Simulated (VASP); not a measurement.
Runs of VASP 6.6.1 on Mo. The structure is that of space group P6_3/mmc (No. 194), or close to it. The cells are those of the table. This isn't the form of Mo at room conditions, which is bcc.

```csv
cell,k mesh,gap on the mesh (eV),pressure (GPa)
"a = 2.844, b = 2.844, c = 5.108 Å, angles 90.0, 90.0, 120.0°, 2 atoms",15 × 15 × 7,none,(b)
"a = 2.738, b = 2.738, c = 4.919 Å, angles 90.0, 90.0, 120.0°, 2 atoms",15 × 15 × 7,none,1.0
"a = 2.663, b = 2.663, c = 4.784 Å, angles 90.0, 90.0, 120.0°, 2 atoms",15 × 15 × 7,none,(a)
"a = 2.774, b = 2.774, c = 4.984 Å, angles 90.0, 90.0, 120.0°, 2 atoms",15 × 15 × 7,none,-8.2
"a = 2.738, b = 2.738, c = 4.919 Å, angles 90.0, 90.0, 120.0°, 2 atoms",22 × 22 × 11,none,1.0
"a = 2.701, b = 2.701, c = 4.853 Å, angles 90.0, 90.0, 120.0°, 2 atoms",15 × 15 × 7,none,12.2
"a = 2.624, b = 2.624, c = 4.714 Å, angles 90.0, 90.0, 120.0°, 2 atoms",15 × 15 × 7,none,42.8
"a = 2.810, b = 2.810, c = 5.047 Å, angles 90.0, 90.0, 120.0°, 2 atoms",15 × 15 × 7,none,-15.7
```

Alike in all rows: task single point; level r2SCAN; potentials or basis VASP PAW PBE potentials, release 64 (Mo_sv); no spin polarisation; cutoff (eV) 520; smearing fermi-dirac 0.1 eV.

Problem. Fill in the values left out.

Solution. (a) 25.9; (b) -21.8.

Caveats: the PAW data sets were made with another functional, which shifts forces and pressure a little; the cell stands under tension (at least some runs); the stress differs along the axes, from 22 to 28 GPa (at least some runs); the cell stands under pressure (at least some runs); the stress differs along the axes, from 37 to 46 GPa (at least some runs).

A k mesh can miss the band edges, and the runs leave out spin-orbit coupling on Mo.

A gap of «none» marks levels without a gap at the run's occupations.
